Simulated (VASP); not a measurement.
Set up this calculation in VASP 6.6.1, as the native input.

* Task: single point
* Functional: LDA
* Potentials or basis: VASP PAW LDA potentials, release 64 (Rb_sv)
* Cutoff: 520 eV
* k mesh: 12 × 12 × 12
* Occupations: gaussian, width 0.1 eV
* Spin: no spin polarisation
* Dipole correction: no
* Further INCAR settings: ALGO = Fast; EDIFF = 1e-06; NBANDS = 10

The structure of Rb lies in POSCAR:

```
Rb
1.0
   -2.6904505383      2.6904505383      2.6904505383
    2.6904505383     -2.6904505383      2.6904505383
    2.6904505383      2.6904505383     -2.6904505383
Rb
1
Direct
    0.0000000000      0.0000000000      0.0000000000
```

The input as run:

INCAR

```
ALGO     = Fast           # electronic algorithm
EDIFF    = 1E-6           # SCF threshold, eV
ENCUT    = 520            # plane-wave cutoff, eV
ISIF     = 2              # what is computed and relaxed
ISMEAR   = 0              # smearing method
LASPH    = T              # aspherical terms in the spheres
LCHARG   = F              # write CHGCAR
LREAL    = F              # projectors in reciprocal space
LWAVE    = F              # write WAVECAR
NBANDS   = 10             # bands
NELM     = 60             # most SCF steps
PREC     = Accurate       # precision mode
SIGMA    = 0.1            # smearing width, eV
```

KPOINTS

```
k-points
0
Gamma
  12 12 12
```

Potentials or basis: VASP PAW LDA potentials, release 64 (Rb_sv).

Command:

```console
$ cat potpaw_LDA.64/Rb_sv/POTCAR > POTCAR
$ mpirun -np 1 vasp_std > vasp.out
```

It gave:

The pressure is 0.0 GPa. The band gap on the k mesh is zero (an odd number of electrons rules out a gap without spin polarisation).

It took 34 s on 1 thread of Intel(R) Xeon(R) Platinum 8488C (Sapphire Rapids), on a shared host, peak memory 0.19 GiB.
